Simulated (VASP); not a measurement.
# HfTa3 (Pm-3m) in VASP: a series of runs

HfTa3 is run at these levels: PBE; tasks: single point, relaxation of cell and atoms.

Program: VASP 6.6.1. These are calculated values, not measurements. Logs are shortened: lines on timing, memory, paths and dates and some standing lists are left out, and cuts for length are marked.

## (1) The cell of the first run

The structure is cubic, space group Pm-3m (No. 221). The conventional cell has a = 4.290 Å, b = 4.290 Å, c = 4.290 Å, α = 90.00°, β = 90.00°, γ = 90.00°. Hf (site symmetry m-3m) has 12 Ta at 3.03 Å within 4.0 Å. Within 4.0 Å of Ta (site symmetry 4/mmm) lie 4 Hf at 3.03 Å and 8 Ta at 3.03 Å.

## (2) Single point, PBE

File INCAR:

```
PREC = Accurate ; ENCUT = 520
EDIFF = 1E-6 ; ISMEAR = 0
SIGMA = 0.1 ; LREAL = F
LASPH = T ; NELM = 100
ALGO = Normal ; ISIF = 2
LWAVE = F ; LCHARG = T
GGA = PE ; LELF = T
LVHAR = T ; NBANDS = 30
```

File KPOINTS:

```
Automatic mesh
0
Gamma
  4 4 4
```

File POSCAR:

```
HfTa3
1.0
    4.2898787504      0.0000000000      0.0000000000
    0.0000000000      4.2898787504      0.0000000000
    0.0000000000      0.0000000000      4.2898787504
Hf Ta
1 3
Direct
    0.0000000000      0.0000000000      0.0000000000
    0.0000000000      0.5000000000      0.5000000000
    0.5000000000      0.0000000000      0.5000000000
    0.5000000000      0.5000000000      0.0000000000
```

Potentials or basis: VASP PAW PBE potentials, release 64 (Hf_pv, Ta_pv).

Command:

```console
$ cat potpaw_PBE.64/Hf_pv/POTCAR potpaw_PBE.64/Ta_pv/POTCAR > POTCAR
$ mpirun -np 1 vasp_std > vasp.out
```

OUTCAR:

```text
PREC = Accurate
   ENCUT = 520
   EDIFF = 1E-6
   ISMEAR = 0
   LREAL = F
   LASPH = T
   NELM = 100
   ISIF = 2
   GGA = PE

 ion  position               nearest neighbor table
   1  0.000  0.000  0.000-   2 3.03   3 3.03   4 3.03   2 3.03   3 3.03   2 3.03   4 3.03   2 3.03
                             3 3.03   4 3.03   3 3.03   4 3.03
   2  0.000  0.500  0.500-   1 3.03   3 3.03   4 3.03   1 3.03   4 3.03   1 3.03   3 3.03   1 3.03
                             3 3.03   4 3.03   4 3.03   3 3.03
   3  0.500  0.000  0.500-   1 3.03   2 3.03   4 3.03   1 3.03   4 3.03   2 3.03   4 3.03   4 3.03
                             1 3.03   2 3.03   1 3.03   2 3.03
   4  0.500  0.500  0.000-   1 3.03   2 3.03   3 3.03   2 3.03   3 3.03   1 3.03   3 3.03   3 3.03
                             1 3.03   2 3.03   2 3.03   1 3.03

  LATTYP: Found a simple cubic cell.
 ALAT       =     4.2898787504

  Lattice vectors:

 A1 = (   4.2898787504,   0.0000000000,   0.0000000000)
 A2 = (   0.0000000000,   4.2898787504,   0.0000000000)
 A3 = (   0.0000000000,   0.0000000000,   4.2898787504)

Analysis of symmetry for initial positions (statically):
=====================================================================
 Subroutine PRICEL returns:
 Original cell was already a primitive cell.

 Routine SETGRP: Setting up the symmetry group for a
 simple cubic supercell.

 Subroutine GETGRP returns: Found 48 space group operations
 (whereof 48 operations were pure point group operations)
 out of a pool of 48 trial point group operations.

The static configuration has the point symmetry O_h .

Analysis of symmetry for dynamics (positions and initial velocities):
=====================================================================
 Subroutine PRICEL returns:
 Original cell was already a primitive cell.

 Routine SETGRP: Setting up the symmetry group for a
 simple cubic supercell.

 Subroutine GETGRP returns: Found 48 space group operations
 (whereof 48 operations were pure point group operations)
 out of a pool of 48 trial point group operations.

The dynamic configuration has the point symmetry O_h .

 Subroutine INISYM returns: Found 48 space group operations
 (whereof 48 operations are pure point group operations),
 and found     1 'primitive' translations

----------------------------------------------------------------------------------------

                                     Primitive cell

  volume of cell :      78.9469

  direct lattice vectors                    reciprocal lattice vectors
     4.289878750  0.000000000  0.000000000     0.233106821  0.000000000  0.000000000
     0.000000000  4.289878750  0.000000000     0.000000000  0.233106821  0.000000000
     0.000000000  0.000000000  4.289878750     0.000000000  0.000000000  0.233106821

  length of vectors
     4.289878750  4.289878750  4.289878750     0.233106821  0.233106821  0.233106821

  position of ions in fractional coordinates (direct lattice)
     0.000000000  0.000000000  0.000000000
     0.000000000  0.500000000  0.500000000
     0.500000000  0.000000000  0.500000000
     0.500000000  0.500000000  0.000000000

  ion indices of the primitive-cell ions
   primitive index   ion index
                 1           1
                 2           2
                 3           3
                 4           4

----------------------------------------------------------------------------------------

 KPOINTS: Automatic mesh

Automatic generation of k-mesh.
 Grid dimensions read from file:
 generate k-points for:    4    4    4

 Generating k-lattice:

  Cartesian coordinates                     Fractional coordinates (reciprocal lattice)
     0.058276705  0.000000000  0.000000000     0.250000000  0.000000000  0.000000000
     0.000000000  0.058276705  0.000000000     0.000000000  0.250000000  0.000000000
     0.000000000  0.000000000  0.058276705     0.000000000  0.000000000  0.250000000

  Length of vectors
     0.058276705  0.058276705  0.058276705

  Shift w.r.t. Gamma in fractional coordinates (k-lattice)
     0.000000000  0.000000000  0.000000000

 Subroutine IBZKPT returns following result:
 ===========================================

 Found     10 irreducible k-points:

 Following reciprocal coordinates:
            Coordinates               Weight
  0.000000  0.000000  0.000000      1.000000
  0.250000  0.000000  0.000000      6.000000
  0.500000  0.000000  0.000000      3.000000
  0.250000  0.250000  0.000000     12.000000
  0.500000  0.250000  0.000000     12.000000
  0.500000  0.500000  0.000000      3.000000
  0.250000  0.250000  0.250000      8.000000
  0.500000  0.250000  0.250000     12.000000
  0.500000  0.500000  0.250000      6.000000
  0.500000  0.500000  0.500000      1.000000
   k-points           NKPTS =     10   k-points in BZ     NKDIM =     10   number of bands    NBANDS=     30
   number of dos      NEDOS =    301   number of ions     NIONS =      4
   total plane-waves  NPLWV =  32768
   dimension x,y,z NGX =    32 NGY =   32 NGZ =   32
   dimension x,y,z NGXF=    64 NGYF=   64 NGZF=   64
   ions per type =               1   3
   NGX,Y,Z   is equivalent  to a cutoff of  12.40, 12.40, 12.40 a.u.
   NGXF,Y,Z  is equivalent  to a cutoff of  24.80, 24.80, 24.80 a.u.
 SYSTEM =  unknown system
   PREC   = accura    normal or accurate (medium, high low for compatibility)
   ISTART =      0    job   : 0-new  1-cont  2-samecut
   ICHARG =      2    charge: 1-file 2-atom 10-const
   ISPIN  =      1    spin polarized calculation?
   LNONCOLLINEAR =      F non collinear calculations
   LSORBIT =      F    spin-orbit coupling
   LASPH  =      T    aspherical Exc in radial PAW
   ENCUT  =  520.0 eV  38.22 Ry    6.18 a.u.   7.98  7.98  7.98*2*pi/ulx,y,z
   NELM   =    100;   NELMIN=  2; NELMDL= -5     # of ELM steps
   EDIFF  = 0.1E-05   stopping-criterion for ELM
   LREAL  =      F    real-space projection
   EDIFFG = 0.1E-04   stopping-criterion for IOM
   NSW    =      0    number of steps for IOM
   IBRION =     -1    ionic relax: 0-MD 1-quasi-New 2-CG
   NFREE  =      0    steps in history (QN), initial steepest desc. (CG)
   ISIF   =      2    stress and relaxation
   ISYM   =      2    0-nonsym 1-usesym 2-fastsym
   POTIM  = 0.5000    time-step for ionic-motion
   TEBEG  =    0.0;   TEEND  =   0.0 temperature during run
   PSTRESS=    0.0 pullay stress
   NELECT =      43.0000    total number of electrons
   NUPDOWN=      -1.0000    fix difference up-down
   EMIN   =  10.00;   EMAX   =-10.00  energy-range for DOS
   EFERMI =   0.00;   METHOD = LEGACY
   ISMEAR =     0;   SIGMA  =   0.10  broadening in eV -4-tet -1-fermi 0-gaus
   EFERMI_NEDOS =   21; number of points for ismear=-14 and -15
   IALGO  =     38    algorithm
   IMIX   =      4    mixing-type and parameters
     AMIX     =   0.40;   BMIX     =  1.00
     AMIX_MAG =   1.60;   BMIX_MAG =  1.00
  volume/ion in A,a.u.               =      19.74       133.19
  Fermi-wavevector in a.u.,A,eV,Ry     =   1.336963  2.526493 24.319997  1.787469
  Thomas-Fermi vector in A             =   2.465548
   LORBIT       =      0    0 simple, 1 ext, 2 COOP (PROOUT), +10 PAW based schemes
   GGA     = PE    functional components
   LHFCALC =     F    Hartree Fock is set to
   AEXX    =    0.0000 exact exchange contribution
   IVDW    =     0    specifies the selected vdW correction
   LEPSILON=     F    determine dielectric tensor
   LRPA    =     F    only Hartree local field effects (RPA)
 non-spin polarized calculation
 Gauss-broadening in eV      SIGMA  =   0.10
  energy-cutoff  :      520.00
  volume of cell :       78.95
 maximum number of plane-waves:      2176
 NGX is ok and might be reduce to    32
   NGX = 15   NGY = 15   NGZ = 15

 number of electron      42.9999994 magnetization

 Free energy of the ion-electron system (eV)
  ---------------------------------------------------
  ext. energy  EPLUGINS =         0.00000000
  ---------------------------------------------------
  free energy    TOTEN  =       -44.32534674 eV

  energy without entropy =      -44.29746524  energy(sigma->0) =      -44.31140599

 E-fermi :   5.3210     XC(G=0): -12.0868

 val. band max:        5.1893648365   @ k =   0.5000   0.2500   0.2500
 cond. band min:       5.3702116255   @ k =   0.2500   0.2500   0.0000
 fundamental gap:      0.1808467890
 Fermi energy:         5.3209914151

 k-point     1 :       0.0000    0.0000    0.0000
  band No.  band energies     occupation
      1     -29.1891      2.00000
      2     -29.1891      2.00000
      3     -29.1891      2.00000
      4     -28.8216      2.00000
      5     -28.8216      2.00000
      6     -28.8216      2.00000
[... 22 lines left out ...]
     29      11.3371      0.00000
     30      11.3473      0.00000

 k-point     2 :       0.2500    0.0000    0.0000
  band No.  band energies     occupation
      1     -29.1388      2.00000
      2     -29.1388      2.00000
      3     -29.1078      2.00000
      4     -28.8410      2.00000
      5     -28.8410      2.00000
      6     -28.8274      2.00000
[... 22 lines left out ...]
     29       9.6120      0.00000
     30      10.0274      0.00000

 k-point     3 :       0.5000    0.0000    0.0000
  band No.  band energies     occupation
      1     -29.0671      2.00000
      2     -29.0671      2.00000
      3     -28.9350      2.00000
      4     -28.8848      2.00000
      5     -28.8848      2.00000
      6     -28.8704      2.00000
[... 22 lines left out ...]
     29       8.1408      0.00000
     30       8.1408      0.00000

 k-point     4 :       0.2500    0.2500    0.0000
  band No.  band energies     occupation
      1     -29.1560      2.00000
      2     -29.0873      2.00000
      3     -29.0130      2.00000
      4     -28.9413      2.00000
      5     -28.8479      2.00000
      6     -28.7761      2.00000
[... 154 lines left out ...]
     29       9.5503      0.00000
     30       9.6524      0.00000

 k-point     9 :       0.5000    0.5000    0.2500
  band No.  band energies     occupation
      1     -29.2631      2.00000
      2     -29.1470      2.00000
      3     -29.0808      2.00000
      4     -29.0808      2.00000
      5     -28.7076      2.00000
      6     -28.7003      2.00000
[... 22 lines left out ...]
     29       9.6371      0.00000
     30      10.1774      0.00000

 k-point    10 :       0.5000    0.5000    0.5000
  band No.  band energies     occupation
      1     -29.3543      2.00000
      2     -29.1621      2.00000
      3     -29.1621      2.00000
      4     -29.1621      2.00000
      5     -28.6253      2.00000
      6     -28.6253      2.00000
[... 22 lines left out ...]
     29      10.6884      0.00000
     30      10.6884      0.00000

------------------------ aborting loop because EDIFF is reached ----------------------------------------

  FORCE on cell =-STRESS in cart. coord.  units (eV):
  Direction    XX          YY          ZZ          XY          YZ          ZX
  --------------------------------------------------------------------------------------
  -------------------------------------------------------------------------------------
  Total       -0.0206292     -0.0206292     -0.0206292     -0.0000000      0.0000000     -0.0000000
  in kB       -0.4186571     -0.4186571     -0.4186571     -0.0000000      0.0000000     -0.0000000
  external PRESSURE =      -0.4186571 kB  Pullay stress =       0.0000000 kB

 VOLUME and BASIS-vectors are now :
 -----------------------------------------------------------------------------
  energy-cutoff  :      520.00
  volume of cell :       78.95
      direct lattice vectors                 reciprocal lattice vectors
     4.289878750  0.000000000  0.000000000     0.233106821  0.000000000  0.000000000
     0.000000000  4.289878750  0.000000000     0.000000000  0.233106821  0.000000000
     0.000000000  0.000000000  4.289878750     0.000000000  0.000000000  0.233106821

 POSITION                                       TOTAL-FORCE (eV/Angst)
 -----------------------------------------------------------------------------------
      0.00000      0.00000      0.00000         0.000000      0.000000      0.000000
      0.00000      2.14494      2.14494         0.000000      0.000000      0.000000
      2.14494      0.00000      2.14494         0.000000      0.000000      0.000000
      2.14494      2.14494      0.00000         0.000000      0.000000      0.000000
 -----------------------------------------------------------------------------------
    total drift:                                0.000000     -0.000000     -0.000000

  FREE ENERGIE OF THE ION-ELECTRON SYSTEM (eV)
  ---------------------------------------------------
  free  energy   TOTEN  =       -44.3253467392 eV

  energy  without entropy=      -44.2974652391  energy(sigma->0) =      -44.31140599
```

Wall time 17 s (1 thread of Intel Xeon Platinum 8488C (Sapphire Rapids), shared host); peak memory 0.18 GiB.

Results:

| Property | Result |
| --- | --- |
| Free energy | -44.3253 eV |
| Pressure | 0.0 GPa |

Levels at points of the mesh, in eV from the Fermi level:
| k point | band 19 | band 20 | band 21 | band 22 | band 23 | band 24 |
| --- | --- | --- | --- | --- | --- | --- |
| (0.00, 0.00, 0.00) | -3.06 | 0.61 | 0.61 | 0.61 | 2.71 | 2.71 |
| (0.50, 0.00, 0.00) | -1.11 | -1.11 | -0.94 | -0.94 | 0.60 | 0.93 |
| (0.50, 0.50, 0.00) | -0.93 | -0.93 | -0.91 | -0.91 | -0.71 | -0.48 |
| (0.50, 0.50, 0.50) | 0.15 | 0.42 | 0.42 | 0.42 | 0.45 | 0.63 |

Caveat: the k points lie up to 0.37 Å⁻¹ apart; spin-orbit coupling is left out, which moves the levels of the heavy elements.

## (3) Relaxation of cell and atoms, PBE

This run uses another cell than the first one, of 17.01 Å³/atom, 0.862 times its volume.

File INCAR:

```
SYSTEM = HfTa3
PREC     = Accurate       ! precision mode
ENCUT    = 600            ! plane-wave cutoff, eV
EDIFF    = 1E-6           ! SCF threshold, eV
ISMEAR   = 0              ! smearing method
SIGMA    = 0.1            ! smearing width, eV
LREAL    = .FALSE.        ! projectors in reciprocal space
LASPH    = .TRUE.         ! aspherical terms in the spheres
NELM     = 60             ! most SCF steps
ALGO     = Fast           ! electronic algorithm
ISIF     = 3              ! what is computed and relaxed
LWAVE    = .FALSE.        ! write WAVECAR
LCHARG   = .FALSE.        ! write CHGCAR
GGA      = PE             ! functional
IBRION   = 2              ! ionic algorithm
NSW      = 90             ! ionic steps
EDIFFG   = -0.04          ! ionic threshold
```

File KPOINTS:

```
Automatic mesh
0
G
  4 4 4
  0 0 0
```

File POSCAR:

```
HfTa3
1.0
    4.0821045724      0.0000000000      0.0000000000
    0.0000000000      4.0821045724      0.0000000000
    0.0000000000      0.0000000000      4.0821045724
Hf Ta
1 3
Direct
    0.0000000000      0.0000000000      0.0000000000
    0.0000000000      0.5000000000      0.5000000000
    0.5000000000      0.0000000000      0.5000000000
    0.5000000000      0.5000000000      0.0000000000
```

Potentials or basis: VASP PAW PBE potentials, release 64 (Hf_pv, Ta_pv).

Command:

```console
$ cat potpaw_PBE.64/Hf_pv/POTCAR potpaw_PBE.64/Ta_pv/POTCAR > POTCAR
$ mpirun -np 1 vasp_std > vasp.out
```

Run time: 93 s. Hardware: 1 thread of Intel Xeon Platinum 8488C (Sapphire Rapids), shared host; peak memory 0.22 GiB.

The run converged. Its results:

```
Free energy                            : -44.3240 eV
Relaxed volume                         : 19.75 Å³/atom
Relaxed cell                           : a = 4.291 Å, b = 4.291 Å, c = 4.291 Å, α = 90.00°, β = 90.00°, γ = 90.00°
Space group after relaxing (to 0.05 Å) : Pm-3m (No. 221)
Energy gained by relaxing              : 231.4 meV/atom
Ionic steps                            : 4
Pressure after relaxing                : -0.1 GPa
```

The path:
```tsv
step	energy change (eV)	largest force (eV/Å)	pressure (GPa)	volume (Å³)
1	0.0000	0.0000	29.86	68.02
2	1.7714	0.0000	-27.27	104.24
3	-0.9211	0.0000	-1.69	79.77
4	-0.9255	0.0000	-0.15	79.00
```

Final structure:
```yaml
crystal:
  lattice:
    - [4.29088, 0.00000, 0.00000]
    - [0.00000, 4.29088, 0.00000]
    - [0.00000, 0.00000, 4.29088]
  atoms:
    - { symbol: Hf, position: [0.00000, 0.00000, 0.00000] }
    - { symbol: Ta, position: [0.00000, 0.50000, 0.50000] }
    - { symbol: Ta, position: [0.50000, 0.00000, 0.50000] }
    - { symbol: Ta, position: [0.50000, 0.50000, 0.00000] }
```

Levels at points of the mesh, in eV from the Fermi level:
| k point | band 19 | band 20 | band 21 | band 22 | band 23 | band 24 |
| --- | --- | --- | --- | --- | --- | --- |
| (0.00, 0.00, 0.00) | -3.06 | 0.61 | 0.61 | 0.61 | 2.70 | 2.70 |
| (0.50, 0.00, 0.00) | -1.11 | -1.11 | -0.94 | -0.94 | 0.60 | 0.93 |
| (0.50, 0.50, 0.00) | -0.93 | -0.93 | -0.91 | -0.91 | -0.70 | -0.48 |
| (0.50, 0.50, 0.50) | 0.15 | 0.42 | 0.42 | 0.43 | 0.45 | 0.63 |

Caveat: the k points lie up to 0.37 Å⁻¹ apart in the final cell; the volume moved by over 15 % at a fixed basis, so the end points are rough; spin-orbit coupling is left out, which moves the levels of the heavy elements.
